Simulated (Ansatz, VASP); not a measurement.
# One calculation of InSb, two programs

```
CELL_PARAMETERS angstrom
0.00000 3.25993 3.25993
3.25993 0.00000 3.25993
3.25993 3.25993 0.00000
ATOMIC_POSITIONS crystal
In 0.00000 0.00000 0.00000
Sb 0.25000 0.25000 0.25000
```

Alike in both runs: task single point; functional HF; k mesh 4 × 4 × 4; occupations gaussian, width 0.1 eV; no spin polarisation.

|  | VASP | Ansatz |
| --- | --- | --- |
| version | VASP 6.6.1 | Ansatz 0.2.0 |
| potentials or method | VASP PAW PBE potentials, release 64 (In_d, Sb), cutoff 520 eV | scalar-relativistic, plane waves, PAW |
| valence electrons in the cell | 18 | 28 |

|  | VASP | Ansatz | Ansatz less VASP |
| --- | --- | --- | --- |
| gap on the k mesh at the Fermi level (eV) | 10.16 | 5.85 | -4.310 |
| least direct gap on the mesh (eV) | 11.64 | 5.85 | -5.790 |

VASP's potentials were made for PBE, not for HF. One of these differences is far larger than is usual between the two programs; its cause wasn't traced. VASP's potentials hold 18 valence electrons a cell and Ansatz's 28, so a difference there can come from the potentials and not from the codes.

Neither program's run includes spin-orbit coupling.
